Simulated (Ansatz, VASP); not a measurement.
**AlP in VASP and in Ansatz**

The input POSCAR:

```
AlP
1.0
    0.0000000000      2.7350000000      2.7350000000
    2.7350000000      0.0000000000      2.7350000000
    2.7350000000      2.7350000000      0.0000000000
Al P
1 1
Direct
    0.0000000000      0.0000000000      0.0000000000
    0.2500000000      0.2500000000      0.2500000000
```

Contents of INCAR.step1:

```
SYSTEM = AlP
PREC = Accurate ; ENCUT = 550
ISMEAR = 0 ; SIGMA = 0.02
LREAL = .FALSE. ; LASPH = .TRUE.
NELM = 120 ; NBANDS = 11
GGA = PE ; ALGO = Normal
EDIFF = 1E-5 ; LWAVE = .TRUE.
LCHARG = .FALSE. ; GGA_COMPAT = .FALSE.
```

Contents of INCAR.step2:

```
SYSTEM = AlP
PREC = Accurate ; ENCUT = 550
EDIFF = 1E-6 ; ISMEAR = 0
SIGMA = 0.02 ; LREAL = .FALSE.
LASPH = .TRUE. ; NELM = 120
ALGO = Normal ; ISIF = 2
LWAVE = .FALSE. ; LCHARG = .FALSE.
METAGGA = R2SCAN ; LMIXTAU = .TRUE.
NBANDS = 11 ; ISTART = 1
GGA_COMPAT = .FALSE.
```

The input KPOINTS:

```
Automatic mesh
0
G
  8 8 8
  0 0 0
```

Input for Ansatz:

```yaml
crystal:
  lattice:
    - [0.0, 2.735, 2.735]
    - [2.735, 0.0, 2.735]
    - [2.735, 2.735, 0.0]
  atoms:
    - { symbol: Al, position: [0.0, 0.0, 0.0] }
    - { symbol: P, position: [0.25, 0.25, 0.25] }
basis:
  ecutwfc: 500
kpoints:
  mp_grid: { grid: [8, 8, 8] }
  band_path:
    path:
      - [[0.0, 0.0, 0.0], [-0.5, -0.5, 0.0], [-0.375, -0.375, 0.25]]
      - [[-0.375, 0.0, 0.375], [0.0, 0.0, 0.0], [0.0, 0.0, 0.5], [-0.5, -0.25, 0.25], [-0.5, -0.5, 0.0]]
    npoints: 10
hamiltonian:
  xc: r2scan
  pseudopotentials: { kind: paw, azcp: { folder: soft_1 } }
scf:
  occupations: { method: gaussian, width: 0.02 }
  n_extra_bands: 7
output:
  forces: true
  stress: true
  eigenvalues: true
```

Alike in both runs: task single point; functional r2SCAN; k mesh 8 × 8 × 8; occupations gaussian, width 0.02 eV; no spin polarisation.

```csv
,VASP,Ansatz
version,VASP 6.6.1,Ansatz 0.2.0
potentials or method,"VASP PAW PBE potentials, release 64 (Al, P), cutoff 550 eV","scalar-relativistic, plane waves, PAW"
valence electrons in the cell,8,8
```

```csv
,VASP,Ansatz,Ansatz less VASP
gap on the k mesh at the Fermi level (eV),1.92,1.92,-0.003
least direct gap on the mesh (eV),3.95,3.95,-0.007
pressure (GPa),0.1,0.4,+0.30
```

VASP's potentials were made for PBE, not for r2SCAN. With one functional, cell and mesh, what is left measures potentials, basis and numerics.
